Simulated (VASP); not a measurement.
The system is CdSe.

```
CELL_PARAMETERS angstrom
0.00000 3.13049 3.13049
3.13049 0.00000 3.13049
3.13049 3.13049 0.00000
ATOMIC_POSITIONS crystal
Cd 0.00000 0.00000 0.00000
Se 0.25000 0.25000 0.25000
```

Base run:

| Property | Result |
| --- | --- |
| Program | VASP 6.6.1 |
| Functional | PBE |
| Potentials or basis | VASP PAW PBE potentials, release 64 (Cd, Se) |
| Cutoff | 520 eV |
| k mesh | 8 × 8 × 8 |
| Occupations | fermi-dirac, width 0.05 eV |
| Spin | no spin polarisation |

Its results: band gap on the k mesh 0.43 eV, direct; pressure -1.1 GPa.

Q: The run is repeated on the same cell with these changes: functional from PBE to PBEsol. What comes out?

A: Band gap on the k mesh 0.31 eV, direct; pressure -3.5 GPa.

PBEsol binds more tightly than PBE, so the same cell stands under less pressure.

Caveats: the PAW data sets were made with another functional, which shifts forces and pressure a little (some runs).

